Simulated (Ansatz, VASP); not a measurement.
# Al: VASP beside Ansatz

```
Al
1.0
     0.00000    2.02106    2.02106
     2.02106    0.00000    2.02106
     2.02106    2.02106    0.00000
Al
1
Direct
  0.00000 0.00000 0.00000
```

Alike in both runs: task single point; functional PBE; k mesh 18 × 18 × 18; occupations gaussian, width 0.05 eV; no spin polarisation.

```csv
,VASP,Ansatz
version,VASP 6.6.1,Ansatz 0.2.0
potentials or method,"VASP PAW PBE potentials, release 64 (Al), cutoff 520 eV","scalar-relativistic, plane waves, PAW"
valence electrons in the cell,3,3
```

|  | VASP | Ansatz | Ansatz less VASP |
| --- | --- | --- | --- |
| gap on the k mesh at the Fermi level (eV) | none | none | - |
| pressure (GPa) | 0.0 | 0.0 | +0.04 |

A gap of «none» marks a metal or a gap that the smearing closes.
